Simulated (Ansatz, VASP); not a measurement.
## Two plane-wave programs on Si

File INCAR:

```
ALGO = Normal
EDIFF = 1E-8
ENCUT = 520
GGA = PE
ISIF = 2
ISMEAR = -1
LASPH = True
LCHARG = False
LEFG = True
LREAL = False
LWAVE = False
NBANDS = 11
NELM = 100
PREC = Accurate
SIGMA = 0.08
```

The input KPOINTS:

```
k-points
0
Gamma
  12 12 12
```

File POSCAR:

```
Si
1.0
    0.0000000000      2.7599938150      2.7599938150
    2.7599938150      0.0000000000      2.7599938150
    2.7599938150      2.7599938150      0.0000000000
Si
2
Direct
    0.5000000000      0.5000000000      0.5000000000
    0.7500000000      0.7500000000      0.7500000000
```

Input for Ansatz:

```yaml
crystal:
  lattice:
    - [0.0, 2.759993815, 2.759993815]
    - [2.759993815, 0.0, 2.759993815]
    - [2.759993815, 2.759993815, 0.0]
  atoms:
    - { symbol: Si, position: [0.5, 0.5, 0.5] }
    - { symbol: Si, position: [0.75, 0.75, 0.75] }
kpoints:
  mp_grid: { grid: [12, 12, 12] }
scf:
  occupations: { method: fermi_dirac, width: 0.08 }
hamiltonian:
  xc: pbe
  pseudopotentials: { kind: paw }
output:
  forces: true
  stress: true
  eigenvalues: true
  efg: { contact_densities: true }
```

Change from the starting cell: volume scaled by 1.05, PAW files.

Alike in both runs: task electric field gradients; functional PBE; k mesh 12 × 12 × 12; occupations fermi-dirac, width 0.08 eV; no spin polarisation.

|  | VASP | Ansatz |
| --- | --- | --- |
| version | VASP 6.6.1 | Ansatz 0.2.0 |
| potentials or method | VASP PAW PBE potentials, release 64 (Si) | PAW with Ansatz's default frozen-core files, scalar-relativistic |
| plane-wave cutoff (eV) | 520 | 420 |
| valence electrons in the cell | 8 | 8 |

```csv
,VASP,Ansatz,Ansatz less VASP
pressure (GPa),-2.3,-2.3,+0.08
```
